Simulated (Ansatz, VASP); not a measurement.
**One calculation of BN, two programs**

Contents of INCAR:

```
SYSTEM = BN
PREC     = Accurate       ! precision mode
ENCUT    = 520            ! plane-wave cutoff, eV
EDIFF    = 1E-6           ! SCF threshold, eV
ISMEAR   = 0              ! smearing method
SIGMA    = 0.05           ! smearing width, eV
LREAL    = .FALSE.        ! projectors in reciprocal space
LASPH    = .TRUE.         ! aspherical terms in the spheres
NELM     = 80             ! most SCF steps
ALGO     = Normal         ! electronic algorithm
ISIF     = 2              ! what is computed and relaxed
LWAVE    = .FALSE.        ! write WAVECAR
LCHARG   = .FALSE.        ! write CHGCAR
GGA      = CA             ! functional
NBANDS   = 11             ! bands
```

KPOINTS

```
Automatic mesh
0
G
  12 12 12
  0 0 0
```

POSCAR

```
BN
1.0
    0.0000000000      1.5838022561      2.3757033842
    1.5838022561      0.0000000000      2.3757033842
    1.5838022561      1.5838022561      0.0000000000
B N
1 1
Direct
    0.0000000000      0.0000000000      0.0000000000
    0.7500000000      0.7500000000      0.7500000000
```

Input for Ansatz:

```yaml
crystal:
  lattice:
    - [0.0, 1.5838022561, 2.3757033842]
    - [1.5838022561, 0.0, 2.3757033842]
    - [1.5838022561, 1.5838022561, 0.0]
  atoms:
    - { symbol: B, position: [0.0, 0.0, 0.0] }
    - { symbol: "N", position: [0.75, 0.75, 0.75] }
basis:
  ecutwfc: 420
kpoints:
  mp_grid: { grid: [12, 12, 12] }
hamiltonian:
  xc: lda
scf:
  occupations: { method: gaussian, width: 0.05 }
output:
  forces: true
  stress: true
  eigenvalues: true
```

Alike in both runs: task single point; functional LDA; k mesh 12 × 12 × 12; occupations gaussian, width 0.05 eV; no spin polarisation.

|  | VASP | Ansatz |
| --- | --- | --- |
| version | VASP 6.6.1 | Ansatz 0.2.0 |
| potentials or method | VASP PAW LDA potentials, release 64 (B, N), cutoff 520 eV | scalar-relativistic, plane waves, PAW |
| valence electrons in the cell | 8 | 8 |

|  | VASP | Ansatz | Ansatz less VASP |
| --- | --- | --- | --- |
| gap on the k mesh at the Fermi level (eV) | none | none | - |
| pressure (GPa) | -5.6 | -6.3 | -0.74 |
| traceless stress, the component that is largest in VASP (GPa) | -243.05 | -243.31 | -0.262 |

LDA's correlation is that of Perdew and Zunger in VASP and of Perdew and Wang (1992) in Ansatz. A gap of «none» marks a metal or a gap that the smearing closes.
